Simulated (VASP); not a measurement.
Here is a VASP 6.6.1 calculation.

Contents of INCAR:

```
  ALGO = Normal
  EDIFF = 1E-6
  ENCUT = 520
  GGA = PE
  ISIF = 2
  ISMEAR = 0
  LASPH = T
  LCHARG = T
  LELF = T
  LREAL = F
  LVHAR = T
  LWAVE = F
  NBANDS = 42
  NELM = 80
  PREC = Accurate
  SIGMA = 0.01
```

Contents of KPOINTS:

```
k-points
0
Gamma
  6 6 2
```

File POSCAR:

```
KScS2
1.0
    3.9948299667      0.0000000000      0.0000000000
    0.0000000000      3.9948299667      0.0000000000
    0.0000000000      0.0000000000     11.7512208830
K S Sc
2 4 2
Direct
    0.5000000000      0.0000000000      0.8892892287
    0.0000000000      0.5000000000      0.1107107713
    0.5000000000      0.0000000000      0.1784198324
    0.0000000000      0.5000000000      0.3988831576
    0.5000000000      0.0000000000      0.6011168424
    0.0000000000      0.5000000000      0.8215801676
    0.5000000000      0.0000000000      0.3751631112
    0.0000000000      0.5000000000      0.6248368888
```

Potentials or basis: VASP PAW PBE potentials, release 64 (K_sv, S, Sc_sv).

The run is started by

```console
$ cat potpaw_PBE.64/K_sv/POTCAR potpaw_PBE.64/S/POTCAR potpaw_PBE.64/Sc_sv/POTCAR > POTCAR
$ mpirun -np 1 vasp_std > vasp.out
```

(1) Predict the pressure.

(2) What does it give for the largest force?

(3) Predict the band gap on the k mesh.

Results:

(1) 0.8 GPa.

(2) 0.099 eV/Å.

(3) 0.58 eV.
